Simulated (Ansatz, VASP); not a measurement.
## Ga4Sb3As: VASP beside Ansatz

```
As Ga Sb
1.0
    -3.00935    3.00935    6.00953
     3.00935   -3.00935    6.00953
     3.00935    3.00935   -6.00953
As Ga Sb
1 4 3
Direct
  0.00000 0.00000 0.00000
  0.64212 0.64212 0.52548
  0.88336 0.35788 0.00000
  0.11664 0.11664 0.47452
  0.35788 0.88336 0.00000
  0.25000 0.75000 0.50000
  0.50000 0.50000 0.00000
  0.75000 0.25000 0.50000
```

Alike in both runs: task single point; functional r2SCAN; k mesh 6 × 6 × 6; occupations fermi-dirac, width 0.02 eV; no spin polarisation.

```csv
,VASP,Ansatz
version,VASP 6.6.1,Ansatz 0.2.0
potentials or method,"VASP PAW PBE potentials, release 64 (As, Ga_d, Sb)","plane waves, PAW"
plane-wave cutoff (eV),520,500
valence electrons in the cell,72,112
```

Ansatz gave:

* pressure (GPa): 0.0

Q: Estimate VASP's values.

A: Pressure (GPa): 0.1.

VASP's potentials were made for PBE, not for r2SCAN. VASP's potentials hold 72 valence electrons a cell and Ansatz's 112, so a difference there can come from the potentials and not from the codes.

Spin-orbit coupling is off throughout.
